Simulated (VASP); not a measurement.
Here is a VASP 6.6.1 calculation.

INCAR

```
ALGO = Normal ; EDIFF = 1E-6
ENCUT = 520 ; GGA = PS
ISIF = 2 ; ISMEAR = 0
LASPH = True ; LCHARG = False
LREAL = False ; LWAVE = False
NBANDS = 17 ; NELM = 80
PREC = Accurate ; SIGMA = 0.02
```

KPOINTS

```
k-points
0
Gamma
  8 8 8
```

POSCAR

```
TePb
1.0
    0.0000000000      3.2270000000      3.2270000000
    3.2270000000      0.0000000000      3.2270000000
    3.2270000000      3.2270000000      0.0000000000
Te Pb
1 1
Direct
    0.5078664394      0.4958304927      0.4162426402
    0.0000000000      0.0000000000      0.0000000000
```

Potentials or basis: VASP PAW PBE potentials, release 64 (Te, Pb_d).

Command:

```console
$ cat potpaw_PBE.64/Te/POTCAR potpaw_PBE.64/Pb_d/POTCAR > POTCAR
$ mpirun -np 1 vasp_std > vasp.out
```

(1) Predict the largest force.

(2) Estimate the band gap on the k mesh.

(3) Estimate the pressure.

Answers

(1) 0.656 eV/Å.

(2) 0.75 eV, direct.

(3) 1.5 GPa.

Caveat: the cell differs from its parent crystal (one atom moved); the PAW data sets were made with another functional, which shifts forces and pressure a little; spin-orbit coupling is left out, which moves the levels of the heavy elements.
